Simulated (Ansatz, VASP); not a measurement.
MgO in VASP and in Ansatz

```
CELL_PARAMETERS angstrom
0.00000 2.13515 2.13515
2.13515 0.00000 2.13515
2.13515 2.13515 0.00000
ATOMIC_POSITIONS crystal
Mg 0.00000 0.00000 0.00000
O 0.49122 0.49122 0.50878
```

Change from the starting cell: all O atoms moved +0.037 Å, as atom 2 towards its neighbour atom 1 (Mg) at 2.135 Å.

Alike in both runs: task single point; functional r2SCAN; k mesh 10 × 10 × 10; occupations gaussian, width 0.05 eV; no spin polarisation.

|  | VASP | Ansatz |
| --- | --- | --- |
| version | VASP 6.6.1 | Ansatz 0.2.0 |
| potentials or method | VASP PAW PBE potentials, release 64 (Mg_sv, O), cutoff 660 eV | scalar-relativistic, plane waves, PAW |
| valence electrons in the cell | 16 | 16 |

|  | VASP | Ansatz | Ansatz less VASP |
| --- | --- | --- | --- |
| gap on the k mesh at the Fermi level (eV) | 5.25 | 5.22 | -0.030 |
| least direct gap on the mesh (eV) | 5.25 | 5.22 | -0.030 |
| pressure (GPa) | -7.1 | -6.9 | +0.13 |
| traceless stress, the component that is largest in VASP (GPa) | 0.29 | 0.29 | -0.001 |
| rms of the force components (eV/Å) | 0.101 | 0.098 | -0.0036 |

VASP's potentials were made for PBE, not for r2SCAN. Atom by atom the forces differ by 0.004 eV/Å (rms over components). The functional is the same, so the differences come from potentials, cutoffs and numerics.
